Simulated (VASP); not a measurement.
A run of VASP 6.6.1 is set up as follows.

INCAR

```
  ALGO = Normal
  DIPOL = 0.5 0.5 0.407
  EDIFF = 1E-6
  ENCUT = 400
  GGA = PE
  GGA_COMPAT = F
  IDIPOL = 3
  ISIF = 2
  ISMEAR = 0
  IVDW = 12
  LASPH = T
  LCHARG = F
  LDIPOL = T
  LREAL = F
  LWAVE = F
  NBANDS = 38
  NELM = 120
  NELMDL = -8
  PREC = Accurate
  SIGMA = 0.05
```

KPOINTS

```
k-points
0
Gamma
  9 9 1
```

The input POSCAR:

```
As
1.0
    3.5713380906      0.0000000000      0.0000000000
   -1.7856690453      3.0928695120      0.0000000000
    0.0000000000      0.0000000000     20.2952802043
As
4
Direct
    0.3333333333      0.6666666667      0.2905917062
    0.6666666667      0.3333333333      0.2217264287
    1.0000000000      0.3333333333      0.5920233711
    0.6666666667      0.6666666667      0.5231580937
```

Potentials or basis: VASP PAW PBE potentials, release 64 (As_d).

Launch:

```console
$ cat potpaw_PBE.64/As_d/POTCAR > POTCAR
$ mpirun -np 1 vasp_std > vasp.out
```

Question: Predict the largest force.

Answer: 0.077 eV/Å.

Question: Estimate the dispersion energy per atom.

Answer: -0.235 eV.

Forces in eV/Å, atoms in the order of the input:
```
As  -0.001  0.000  0.077
As  -0.001  0.000 -0.009
As   0.001  0.000  0.009
As   0.001  0.000 -0.077
```

Caveat: the cell differs from its parent crystal (layers slid over each other).
